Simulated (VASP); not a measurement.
Crystal: Ag.

```xyz
2
Lattice="2.9494 0.0000 0.0000 -1.4747 2.5543 0.0000 0.0000 0.0000 4.8217" Properties=species:S:1:pos:R:3 pbc="T T T"
Ag    1.4747    0.8514    3.6163
Ag    0.0000    1.7028    1.2054
```

This isn't the form of Ag at room conditions, which is fcc.

Program: VASP 6.6.1. Alike in all runs: task single point; no spin polarisation; cell as given; cutoff (eV) 520; smearing fermi-dirac 0.05 eV.

Problem. Order these runs on this cell by their pressure, lowest first.
A. level r2SCAN; potentials or basis VASP PAW PBE potentials, release 64 (Ag); k mesh 10 × 10 × 6
B. level PBE-based screened hybrid with 25 % exact exchange; potentials or basis VASP PAW PBE potentials, release 64 (Ag); k mesh 5 × 5 × 3; grid for exact exchange (PRECFOCK) Normal; share of exact exchange 0.25; screening parameter 0.3 1/Å
C. level LDA; potentials or basis VASP PAW LDA potentials, release 64 (Ag); k mesh 10 × 10 × 6

Solution. C (-11.7 GPa), A (-4.0 GPa), B (-2.3 GPa).

Caveats: some runs use coarse meshes; the PAW data sets were made with another functional, which shifts forces and pressure a little (at least some runs); the cell stands under tension (at least some runs).
